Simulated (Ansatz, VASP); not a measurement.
**BeTe6: VASP beside Ansatz**

The input INCAR:

```
SYSTEM = BeTe6
ALGO = Normal ; EDIFF = 1E-7
EDIFFG = -0.08 ; ENCUT = 600
GGA = PE ; IBRION = 2
ISIF = 3 ; ISMEAR = 0
LASPH = .TRUE. ; LCHARG = .FALSE.
LREAL = .FALSE. ; LWAVE = .FALSE.
NELM = 100 ; NSW = 36
PREC = Accurate ; SIGMA = 0.2
```

File KPOINTS:

```
k-points
0
G
  4 4 2
  0 0 0
```

The input POSCAR:

```
BeTe6
1.0
    4.1000000000      0.0000000000      0.0000000000
    0.0000000000      4.1000000000      0.0000000000
    0.0000000000      0.0000000000     12.1500000000
Be Te
1 6
Direct
    0.0000000000      0.0000000000      0.0000000000
    0.5000000000      0.0000000000      0.8840000000
    0.0000000000      0.5000000000      0.1160000000
    0.0000000000      0.0000000000      0.3650000000
    0.5000000000      0.5000000000      0.3650000000
    0.0000000000      0.0000000000      0.6350000000
    0.5000000000      0.5000000000      0.6350000000
```

Input for Ansatz:

```yaml
crystal:
  lattice:
    - [4.1, 0.0, 0.0]
    - [0.0, 4.1, 0.0]
    - [0.0, 0.0, 12.15]
  atoms:
    - { symbol: Be, position: [0.0, 0.0, 0.0] }
    - { symbol: Te, position: [0.5, 0.0, 0.884] }
    - { symbol: Te, position: [0.0, 0.5, 0.116] }
    - { symbol: Te, position: [0.0, 0.0, 0.365] }
    - { symbol: Te, position: [0.5, 0.5, 0.365] }
    - { symbol: Te, position: [0.0, 0.0, 0.635] }
    - { symbol: Te, position: [0.5, 0.5, 0.635] }
basis:
  ecutwfc: 420
kpoints:
  mp_grid: { grid: [4, 4, 2] }
hamiltonian:
  xc: pbe
scf:
  occupations: { method: gaussian, width: 0.2 }
  lower_state_search: "off"
output:
  forces: true
  stress: true
  eigenvalues: true
relax:
  adjacent_minimum: "off"
  f_tol: 0.08
  max_steps: 16
  cell: { stress_tol: 0.8 }
```

Alike in both runs: task relaxation of cell and atoms; functional PBE; k mesh 4 × 4 × 2; occupations gaussian, width 0.2 eV; no spin polarisation.

|  | VASP | Ansatz |
| --- | --- | --- |
| version | VASP 6.6.1 | Ansatz 0.2.0 |
| potentials or method | VASP PAW PBE potentials, release 64 (Be, Te), cutoff 600 eV | scalar-relativistic, plane waves, PAW |
| valence electrons in the cell | 38 | 98 |

```tsv
	VASP	Ansatz	Ansatz less VASP
gap on the k mesh at the Fermi level, each at its own relaxed structure (eV)	none	none	-
relaxed volume (Å³/atom)	31.55	31.45	-0.096
relaxed cell length with the largest relative difference (Å)	11.136	11.204	+0.0681
```

A gap of «none» marks a metal or a gap that the smearing closes. VASP's potentials hold 38 valence electrons a cell and Ansatz's 98, so a difference there can come from the potentials and not from the codes.

The k mesh is coarse, so the values compare programs but aren't converged. Spin-orbit coupling is off throughout.
